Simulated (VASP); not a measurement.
# BAs: single point with PBE

BAs:

```xyz
2
Lattice="0.0000 2.4046 2.4046 2.4046 0.0000 2.4046 2.4046 2.4046 0.0000" Properties=species:S:1:pos:R:3 pbc="T T T"
B     0.0000    0.0000    0.0000
As    1.2023    1.2023    1.2023
```

```yaml
Program: VASP 6.6.1
Task: single point
Functional: PBE
Potentials_or_basis: VASP PAW PBE potentials, release 64 (B, As)
Cutoff: 500 eV
k_mesh: 12 × 12 × 12
Occupations: gaussian, width 0.01 eV
Spin: no spin polarisation
Dipole_correction: no
Further_INCAR_settings: ALGO = Normal; EDIFF = 1e-06; NBANDS = 11
```

| Property | Result |
| --- | --- |
| Pressure | 0.6 GPa |
| Band gap on the k mesh | 1.20 eV, indirect (least direct gap 3.25 eV) |

Levels at points of the mesh, in eV from the valence-band top:
```
           k point  band 1  band 2  band 3  band 4  band 5  band 6  band 7  band 8  band 9
(0.00, 0.00, 0.00)  -15.22    0.00    0.00    0.00    3.25    3.25    3.25    4.43    9.49
(0.50, 0.00, 0.00)  -12.42   -8.64   -1.79   -1.79    2.57    4.76    4.76    8.82   12.57
(0.50, 0.50, 0.00)  -11.13   -8.42   -4.00   -4.00    1.45    1.46   11.17   11.17   12.68
```

Wall time 10 s on 1 thread of Intel(R) Xeon(R) 6975P-C (Granite Rapids), on a shared host, peak memory 0.16 GiB.

A k mesh can miss the band edges. PBE gaps usually lie below the measured ones, often by a third to a half.
